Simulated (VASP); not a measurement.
# BeCdCu3 (Pm-3m) in VASP: a series of runs, part 2 of 2

VASP 6.6.1.

## (4) Relaxation of cell and atoms, PBE

This run uses another cell than the first one, of 14.11 Å³/atom.

File INCAR:

```
  ALGO = Normal
  EDIFF = 1E-7
  EDIFFG = -0.01
  ENCUT = 600
  GGA = PE
  IBRION = 2
  ISIF = 3
  ISMEAR = 0
  LASPH = T
  LCHARG = F
  LREAL = F
  LWAVE = F
  NELM = 100
  NSW = 100
  PREC = Accurate
  SIGMA = 0.1
```

File KPOINTS:

```
k-points
0
Gamma
  10 10 10
```

File POSCAR:

```
BeCdCu3
1.0
    4.1323209017      0.0000000000      0.0000000000
    0.0000000000      4.1323209017      0.0000000000
    0.0000000000      0.0000000000      4.1323209017
Be Cd Cu
1 1 3
Direct
    0.5000000000      0.5000000000      0.5000000000
    0.0000000000      0.0000000000      0.0000000000
    0.0000000000      0.5000000000      0.5000000000
    0.5000000000      0.0000000000      0.5000000000
    0.5000000000      0.5000000000      0.0000000000
```

Potentials or basis: VASP PAW PBE potentials, release 64 (Be, Cd, Cu).

Command:

```console
$ cat potpaw_PBE.64/Be/POTCAR potpaw_PBE.64/Cd/POTCAR potpaw_PBE.64/Cu/POTCAR > POTCAR
$ mpirun -np 1 vasp_std > vasp.out
```

OUTCAR:

```text
EDIFF = 1E-7
   EDIFFG = -0.01
   ENCUT = 600
   GGA = PE
   IBRION = 2
   ISIF = 3
   ISMEAR = 0
   LASPH = T
   LREAL = F
   NELM = 100
   NSW = 100
   PREC = Accurate

 ion  position               nearest neighbor table
   1  0.500  0.500  0.500-   3 2.07   4 2.07   5 2.07   5 2.07   4 2.07   3 2.07
   2  0.000  0.000  0.000-   3 2.92   4 2.92   5 2.92   3 2.92   4 2.92   3 2.92   5 2.92   3 2.92
                             4 2.92   5 2.92   4 2.92   5 2.92
   3  0.000  0.500  0.500-   1 2.07   1 2.07   2 2.92   2 2.92   2 2.92   2 2.92
   4  0.500  0.000  0.500-   1 2.07   1 2.07   2 2.92   2 2.92   2 2.92   2 2.92
   5  0.500  0.500  0.000-   1 2.07   1 2.07   2 2.92   2 2.92   2 2.92   2 2.92

  LATTYP: Found a simple cubic cell.
 ALAT       =     4.1323209017

  Lattice vectors:

 A1 = (   4.1323209017,   0.0000000000,   0.0000000000)
 A2 = (   0.0000000000,   4.1323209017,   0.0000000000)
 A3 = (   0.0000000000,   0.0000000000,   4.1323209017)

Analysis of symmetry for initial positions (statically):
=====================================================================
 Subroutine PRICEL returns:
 Original cell was already a primitive cell.

 Routine SETGRP: Setting up the symmetry group for a
 simple cubic supercell.

 Subroutine GETGRP returns: Found 48 space group operations
 (whereof 48 operations were pure point group operations)
 out of a pool of 48 trial point group operations.

The static configuration has the point symmetry O_h .

Analysis of symmetry for dynamics (positions and initial velocities):
=====================================================================
 Subroutine PRICEL returns:
 Original cell was already a primitive cell.

 Routine SETGRP: Setting up the symmetry group for a
 simple cubic supercell.

 Subroutine GETGRP returns: Found 48 space group operations
 (whereof 48 operations were pure point group operations)
 out of a pool of 48 trial point group operations.

The dynamic configuration has the point symmetry O_h .

[... 183 lines left out ...]
    total drift:                                0.000000      0.000000      0.000000

  FREE ENERGIE OF THE ION-ELECTRON SYSTEM (eV)
  ---------------------------------------------------
  free  energy   TOTEN  =       -14.1616415255 eV

  energy  without entropy=      -14.1536468914  energy(sigma->0) =      -14.15764421

--------------------------------------- Ionic step        2  -------------------------------------------

 number of electron      47.0000034 magnetization

 Free energy of the ion-electron system (eV)
  ---------------------------------------------------
  ext. energy  EPLUGINS =         0.00000000
  ---------------------------------------------------
  free energy    TOTEN  =       -14.16169099 eV

  energy without entropy =      -14.15367443  energy(sigma->0) =      -14.15768271

 E-fermi :   5.0959     XC(G=0): -11.4463

 val. band max:        5.0629151119   @ k =   0.5000   0.3000   0.3000
 cond. band min:       5.1440799152   @ k =   0.5000   0.3000   0.3000
 fundamental gap:      0.0811648033
 Fermi energy:         5.0959015331

 k-point     1 :       0.0000    0.0000    0.0000
  band No.  band energies     occupation
      1      -3.8361      2.00000
      2      -3.6285      2.00000
      3      -3.6285      2.00000
      4      -3.4710      2.00000
      5      -3.4710      2.00000
      6      -3.4710      2.00000
[... 733 lines left out ...]
     27       9.4902      0.00000
     28       9.6905      0.00000

 [... further k-points ...]

------------------------ aborting loop because EDIFF is reached ----------------------------------------

  FORCE on cell =-STRESS in cart. coord.  units (eV):
  Direction    XX          YY          ZZ          XY          YZ          ZX
  --------------------------------------------------------------------------------------
  -------------------------------------------------------------------------------------
  Total       -0.0112492     -0.0112492     -0.0112492      0.0000000      0.0000000     -0.0000000
  in kB       -0.2549213     -0.2549213     -0.2549213      0.0000000      0.0000000     -0.0000000
  external PRESSURE =      -0.2549213 kB  Pullay stress =       0.0000000 kB

 VOLUME and BASIS-vectors are now :
 -----------------------------------------------------------------------------
  energy-cutoff  :      600.00
  volume of cell :       70.70
      direct lattice vectors                 reciprocal lattice vectors
     4.134996047  0.000000000 -0.000000000     0.241838200  0.000000000 -0.000000000
    -0.000000000  4.134996047 -0.000000000    -0.000000000  0.241838200 -0.000000000
     0.000000000  0.000000000  4.134996047     0.000000000  0.000000000  0.241838200

 POSITION                                       TOTAL-FORCE (eV/Angst)
 -----------------------------------------------------------------------------------
      2.06750      2.06750      2.06750         0.000000     -0.000000      0.000000
      0.00000      0.00000      0.00000         0.000000     -0.000000      0.000000
      0.00000      2.06750      2.06750        -0.000000      0.000000      0.000000
      2.06750      0.00000      2.06750         0.000000      0.000000      0.000000
      2.06750      2.06750     -0.00000        -0.000000     -0.000000      0.000000
 -----------------------------------------------------------------------------------
    total drift:                                0.000000      0.000000      0.000000

  FREE ENERGIE OF THE ION-ELECTRON SYSTEM (eV)
  ---------------------------------------------------
  free  energy   TOTEN  =       -14.1616909917 eV

  energy  without entropy=      -14.1536744262  energy(sigma->0) =      -14.15768271

 reached required accuracy - stopping structural energy minimisation
```

OSZICAR:

```text
N       E                     dE             d eps       ncg     rms          rms(c)
DAV:   1     0.422397427317E+03    0.42240E+03   -0.23953E+04  3176   0.273E+03
[... 19 lines left out ...]
DAV:   3    -0.141618068701E+02    0.18575E-02   -0.92447E-03  3484   0.217E+00    0.105E-01
DAV:   4    -0.141617331155E+02    0.73755E-04   -0.18107E-04  4684   0.174E-01    0.652E-02
DAV:   5    -0.141616927930E+02    0.40323E-04   -0.51603E-05  4648   0.155E-01    0.806E-03
DAV:   6    -0.141616906800E+02    0.21130E-05   -0.56908E-06  4772   0.350E-02    0.222E-03
DAV:   7    -0.141616908075E+02   -0.12747E-06   -0.18854E-07  2568   0.420E-03    0.948E-04
DAV:   8    -0.141616909843E+02   -0.17681E-06   -0.45787E-08  1844   0.336E-03    0.122E-04
DAV:   9    -0.141616909917E+02   -0.74615E-08   -0.25286E-08  1736   0.256E-03
   2 F= -.14161691E+02 E0= -.14157683E+02  d E =-.494663E-04
```

CONTCAR:

```text
BeCdCu3
   1.00000000000000
     4.1349960466746660    0.0000000000000000   -0.0000000000000000
    -0.0000000000000000    4.1349960466746660   -0.0000000000000000
     0.0000000000000000    0.0000000000000000    4.1349960466746660
  Be              Cd              Cu
     1     1     3
Direct
     0.5000000000000000    0.5000000000000000    0.5000000000000000
     0.0000000000000000    0.0000000000000000    0.0000000000000000
     0.0000000000000000    0.5000000000000000    0.5000000000000000
     0.5000000000000000    0.0000000000000000    0.5000000000000000
     0.5000000000000000    0.5000000000000000    0.0000000000000000

  0.00000000E+00  0.00000000E+00  0.00000000E+00
  0.00000000E+00  0.00000000E+00  0.00000000E+00
  0.00000000E+00  0.00000000E+00  0.00000000E+00
  0.00000000E+00  0.00000000E+00  0.00000000E+00
  0.00000000E+00  0.00000000E+00  0.00000000E+00
```

Wall time 89 s (1 thread of Intel Xeon 6975P-C (Granite Rapids), shared host); peak memory 0.3 GiB.

Results:

```
Free energy                           : -14.1617 eV
Relaxed volume                        : 14.14 Å³/atom
Relaxed cell                          : a = 4.135 Å, b = 4.135 Å, c = 4.135 Å, α = 90.00°, β = 90.00°, γ = 90.00°
Space group after relaxing (to 0.1 Å) : Pm-3m (No. 221)
Energy gained by relaxing             : 0.0 meV/atom
Ionic steps                           : 2
Pressure after relaxing               : 0.0 GPa
Band gap on the k mesh                : zero (an odd number of electrons rules out a gap without spin polarisation)
```

Final structure:
```cif
data_structure
_symmetry_space_group_name_H-M 'P 1'
_symmetry_Int_Tables_number 1
_cell_length_a 4.1350
_cell_length_b 4.1350
_cell_length_c 4.1350
_cell_angle_alpha 90.000
_cell_angle_beta 90.000
_cell_angle_gamma 90.000
_cell_volume 70.70
loop_
_atom_site_label
_atom_site_type_symbol
_atom_site_fract_x
_atom_site_fract_y
_atom_site_fract_z
_atom_site_occupancy
Be1 Be 0.50000 0.50000 0.50000 1
Cd1 Cd 0.00000 0.00000 0.00000 1
Cu1 Cu 0.00000 0.50000 0.50000 1
Cu2 Cu 0.50000 0.00000 0.50000 1
Cu3 Cu 0.50000 0.50000 0.00000 1
```
